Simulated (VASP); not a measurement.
Input of a VASP 6.6.1 run:

INCAR

```
SYSTEM = HfO2
PREC = Accurate
ENCUT = 520
EDIFF = 1E-7
ISMEAR = 0
SIGMA = 0.01
LREAL = .FALSE.
LASPH = .TRUE.
NELM = 80
ALGO = Normal
ISIF = 2
LWAVE = .FALSE.
LCHARG = .FALSE.
GGA = RE
NBANDS = 31
```

Contents of KPOINTS:

```
Automatic mesh
0
G
  6 6 4
  0 0 0
```

The input POSCAR:

```
HfO2
1.0
    3.5580193300      0.0000000000      0.0000000000
    0.0000000000      3.5580193300      0.0000000000
    0.0000000000      0.0000000000      5.1718612100
Hf O
2 4
Direct
    0.5000000014      0.5000000014      0.5000000010
    0.0000000000      0.0000000000      0.0000000000
    0.0000000000      0.5000000014      0.6972078800
    0.5000000014      0.0000000000      0.8027921209
    0.5000000014      0.0000000000      0.3027921200
    0.0000000000      0.5000000014      0.1972078791
```

Potentials or basis: VASP PAW PBE potentials, release 64 (Hf_pv, O).

Launch:

```bash
$ cat potpaw_PBE.64/Hf_pv/POTCAR potpaw_PBE.64/O/POTCAR > POTCAR
$ mpirun -np 1 vasp_std > vasp.out
```

Task: What does it give for the pressure?

Result: 10.2 GPa.

Task: Predict the band gap on the k mesh.

Result: 4.81 eV, indirect (least direct gap 4.88 eV).

Forces on the atoms (eV/Å):
```
Hf   0.000  0.000  0.000
Hf   0.000  0.000  0.000
O    0.000  0.000  0.116
O    0.000  0.000 -0.116
O    0.000  0.000 -0.116
O    0.000  0.000  0.116
```

Caveat: the PAW data sets were made with another functional, which shifts forces and pressure a little; spin-orbit coupling is left out, which moves the levels of the heavy elements. Expect the measured gap to be larger: semilocal functionals such as revPBE lack the derivative discontinuity.
